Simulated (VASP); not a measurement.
KF: relaxation of cell and atoms with PBEsol

KF:

```xyz
2
Lattice="0.0000 2.7103 2.7103 2.7103 0.0000 2.7103 2.7103 2.7103 0.0000" Properties=species:S:1:pos:R:3 pbc="T T T"
K     0.0000    0.0000    0.0000
F     2.7103    2.7103    2.7103
```

```json
{
  "Program": "VASP 6.6.1",
  "Task": "relaxation of cell and atoms",
  "Functional": "PBEsol",
  "Potentials or basis": "VASP PAW PBE potentials, release 64 (K_sv, F)",
  "Cutoff": "600 eV",
  "k mesh": "8 × 8 × 8",
  "Occupations": "fermi-dirac, width 0.02 eV",
  "Spin": "no spin polarisation",
  "Dipole correction": "no",
  "Further INCAR settings": "ALGO = Normal; EDIFF = 1e-06; IBRION = 2; EDIFFG = -0.005; NSW = 80; ISIF = 3"
}
```

| Item | Value |
| --- | --- |
| Relaxed volume | 18.68 Å³/atom |
| Relaxed cell | a = 3.753 Å, b = 3.753 Å, c = 3.753 Å, α = 60.00°, β = 60.00°, γ = 60.00° |
| Space group after relaxing (to 0.05 Å) | Fm-3m (No. 225) |
| Energy gained by relaxing | 7.4 meV/atom |
| Ionic steps | 4 |
| Pressure after relaxing | 0.0 GPa |
| Band gap on the k mesh | 6.14 eV, direct |

The path:
```csv
step,energy change (eV),largest force (eV/Å),pressure (GPa),volume (Å³)
1,0.0000,0.0000,-1.80,39.82
2,-0.0111,0.0000,-0.96,38.54
3,-0.0147,0.0000,-0.11,37.50
4,-0.0148,0.0000,0.00,37.37
```

Final structure:
```xyz
2
Lattice="0.0000 2.6535 2.6535 2.6535 0.0000 2.6535 2.6535 2.6535 0.0000" Properties=species:S:1:pos:R:3 pbc="T T T"
K     2.6535    0.0000    2.6535
F     2.6535    2.6535    2.6535
```

Levels at points of the mesh, in eV from the valence-band top:
```
           k point  band 6  band 7  band 8  band 9  band 10  band 11
(0.00, 0.00, 0.00)    0.00    0.00    0.00    6.14    10.69    10.69
(0.50, 0.00, 0.00)   -0.84   -0.37   -0.37    9.06    10.61    12.15
(0.50, 0.50, 0.00)   -0.20   -0.05   -0.05    8.11    10.35    11.82
```

Wall time 38 s on 1 thread of Intel(R) Xeon(R) Platinum 8488C (Sapphire Rapids) (shared host), peak memory 0.2 GiB.

Caveat: the PAW data sets were made with another functional, which shifts forces and pressure a little. A k mesh can miss the band edges.
